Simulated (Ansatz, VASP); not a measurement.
## Os: VASP beside Ansatz

```
CELL_PARAMETERS angstrom
0.00000 1.94500 1.94500
1.94500 0.00000 1.94500
1.94500 1.94500 0.00000
ATOMIC_POSITIONS crystal
Os 0.00000 0.00000 0.00000
```

Alike in both runs: task single point; functional LDA; k mesh 12 × 12 × 12; occupations fermi-dirac, width 0.1 eV; no spin polarisation.

```csv
,VASP,Ansatz
version,VASP 6.6.1,Ansatz 0.2.0
potentials or method,"VASP PAW LDA potentials, release 64 (Os), cutoff 600 eV","plane waves, PAW"
valence electrons in the cell,8,16
```

Ansatz gave:

| Item | Value |
| --- | --- |
| pressure (GPa) | -25.8 |

**Question.** Which values does VASP return?

**Answer.** Pressure (GPa): -25.1.

LDA's correlation is that of Perdew and Zunger in VASP and of Perdew and Wang (1992) in Ansatz. VASP's potentials hold 8 valence electrons a cell and Ansatz's 16, so a difference there can come from the potentials and not from the codes.

Neither program's run includes spin-orbit coupling.
